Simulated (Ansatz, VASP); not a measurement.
Two plane-wave programs on Yb

Contents of INCAR:

```
SYSTEM = Yb
PREC = Accurate
ENCUT = 520
EDIFF = 1E-7
ISMEAR = -1
SIGMA = 0.1
LREAL = .FALSE.
LASPH = .TRUE.
NELM = 80
ALGO = Normal
ISIF = 2
LWAVE = .FALSE.
LCHARG = .FALSE.
GGA = PE
NBANDS = 18
```

The input KPOINTS:

```
regular mesh
0
G
  17 17 17
  0 0 0
```

File POSCAR:

```
Yb
1.0
    0.0000000000      2.6831212314      2.6831212314
    2.6831212314      0.0000000000      2.6831212314
    2.6831212314      2.6831212314      0.0000000000
Yb
1
Direct
    0.0000000000      0.0000000000      0.0000000000
```

Input for Ansatz:

```yaml
crystal:
  lattice:
    - [0.0, 2.6831212314, 2.6831212314]
    - [2.6831212314, 0.0, 2.6831212314]
    - [2.6831212314, 2.6831212314, 0.0]
  atoms:
    - { symbol: Yb, position: [0.0, 0.0, 0.0] }
hamiltonian:
  xc: pbe
  pseudopotentials:
    kind: paw
    azcp:
      Yb: "pseudopotentials/Yb.paw.azcp"
basis:
  ecutwfc: 420
  fft_grid_basis: typed
kpoints:
  mp_grid: { grid: [17, 17, 17], shift: [0, 0, 0] }
magnetization:
  spin_polarized: false
scf:
  occupations: { method: fermi_dirac, width: 0.1 }
output:
  stress: true
```

Alike in both runs: task single point; functional PBE; k mesh 17 × 17 × 17; occupations fermi-dirac, width 0.1 eV; no spin polarisation.

```csv
,VASP,Ansatz
version,VASP 6.6.1,Ansatz 0.2.0
potentials or method,"VASP PAW PBE potentials, release 64 (Yb), cutoff 520 eV","plane waves (420 eV) with PAW, scalar-relativistic"
valence electrons in the cell,24,24
```

|  | VASP | Ansatz | Ansatz less VASP |
| --- | --- | --- | --- |
| pressure (GPa) | -1.1 | -1.2 | -0.16 |

Spin-orbit coupling is off throughout.
